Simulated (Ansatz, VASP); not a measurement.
# Si: VASP beside Ansatz

Contents of INCAR:

```
ALGO     = Normal         # electronic algorithm
EDIFF    = 1E-6           # SCF threshold, eV
ENCUT    = 500            # plane-wave cutoff, eV
GGA      = CA             # functional
GGA_COMPAT= F            
ISIF     = 2              # what is computed and relaxed
ISMEAR   = 0              # smearing method
LASPH    = T              # aspherical terms in the spheres
LCHARG   = F              # write CHGCAR
LREAL    = F              # projectors in reciprocal space
LWAVE    = F              # write WAVECAR
NBANDS   = 11             # bands
NELM     = 120            # most SCF steps
PREC     = Accurate       # precision mode
SIGMA    = 0.01           # smearing width, eV
```

KPOINTS

```
k-points
0
Gamma
  8 8 8
```

The input POSCAR:

```
Si
1.0
    0.0000000000      2.7155000000      2.7155000000
    2.7155000000      0.0000000000      2.7155000000
    2.7155000000      2.7155000000      0.0000000000
Si
2
Direct
    0.0000000000      0.0000000000      0.0000000000
    0.2500000000      0.2500000000      0.2500000000
```

Input for Ansatz:

```yaml
crystal:
  lattice:
    - [0.0, 2.7155, 2.7155]
    - [2.7155, 0.0, 2.7155]
    - [2.7155, 2.7155, 0.0]
  atoms:
    - { symbol: Si, position: [0.0, 0.0, 0.0] }
    - { symbol: Si, position: [0.25, 0.25, 0.25] }
scf:
  occupations: { method: fixed }
  n_extra_bands: 4
output:
  eigenvalues: true
kpoints:
  mp_grid: { grid: [8, 8, 8] }
hamiltonian:
  xc: lda
```

Alike in both runs: task single point; functional LDA; k mesh 8 × 8 × 8; no spin polarisation.

|  | VASP | Ansatz |
| --- | --- | --- |
| version | VASP 6.6.1 | Ansatz 0.2.0 |
| potentials or method | VASP PAW LDA potentials, release 64 (Si) | scalar-relativistic, plane waves, PAW |
| plane-wave cutoff (eV) | 500 | 420 |
| occupations | gaussian, width 0.01 eV | fixed |
| valence electrons in the cell | 8 | 8 |

```csv
,VASP,Ansatz,Ansatz less VASP
gap on the k mesh at the Fermi level (eV),0.51,0.52,+0.001
least direct gap on the mesh (eV),2.52,2.53,+0.002
```

LDA's correlation is that of Perdew and Zunger in VASP and of Perdew and Wang (1992) in Ansatz.
